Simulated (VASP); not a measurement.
Cs3Ta, 4 atoms in the cell. The typed cell holds 4 atoms: a = 5.994 Å, b = 5.994 Å, c = 5.987 Å, α = 90.00°, β = 90.00°, γ = 90.00°. 

* Program: VASP 6.6.1
* Task: single point
* Functional: PBE
* Potentials or basis: VASP PAW PBE potentials, release 64 (Cs_sv, Ta_pv)
* Cutoff: 520 eV
* k mesh: 10 × 10 × 10
* Occupations: gaussian, width 0.1 eV
* Spin: no spin polarisation
* Dipole correction: no
* Further INCAR settings: ALGO = Fast; EDIFF = 1e-06; NBANDS = 27

Potentials or basis: VASP PAW PBE potentials, release 64 (Cs_sv, Ta_pv).

The run is started by

```bash
$ cat potpaw_PBE.64/Cs_sv/POTCAR potpaw_PBE.64/Ta_pv/POTCAR > POTCAR
$ mpirun -np 1 vasp_std > vasp.out
```

Hardware: 1 thread of Intel(R) Xeon(R) 6975P-C (Granite Rapids), with other jobs on the host.

Problem. How long does it take, and how much memory?

Solution. It took 9.5 min on 1 thread of Intel(R) Xeon(R) 6975P-C (Granite Rapids), with other jobs on the host, peak memory 0.77 GiB. Counts: scf iterations 17, k points 126.
